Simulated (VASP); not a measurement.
Runs of VASP 6.6.1 on PtSe2. The structure is that of space group P-3m1 (No. 164), or close to it. The cells are those of the table. 

| cell | gap on the mesh (eV) | pressure (GPa) | largest force (eV/Å) |
| --- | --- | --- | --- |
| a = 3.772, b = 3.772, c = 4.822 Å, angles 90.0, 90.0, 120.0°, 3 atoms | (a) | 23.6 | 4.05 |
| a = 3.676, b = 3.676, c = 5.076 Å, angles 90.0, 90.0, 120.0°, 3 atoms | none | -5.3 | 1.57 |
| a = 3.823, b = 3.823, c = 4.693 Å, angles 90.0, 90.0, 120.0°, 3 atoms | none | -1.2 | (c) |
| a = 3.878, b = 3.878, c = 4.561 Å, angles 90.0, 90.0, 120.0°, 3 atoms | none | (b) | 0.04 |

Alike in all rows: task single point; level PBE+D3(BJ); potentials or basis VASP PAW PBE potentials, release 64 (Pt, Se); no spin polarisation; k mesh 12 × 12 × 8; cutoff (eV) 520; smearing gaussian 0.15 eV.

Fill in the values left out.

(a) 0.10; (b) -2.4; (c) 0.03.

Caveats: spin-orbit coupling is left out, which moves the levels of the heavy elements; pairwise dispersion overbinds metals, which lowers pressure and volume (some runs); forces of over 1 eV/Å act on the atoms, so gaps and moduli don't describe the material at rest (some runs).

A k mesh can miss the band edges, and the runs leave out spin-orbit coupling on Pt, Se.

A gap of «none» marks levels without a gap at the run's occupations.
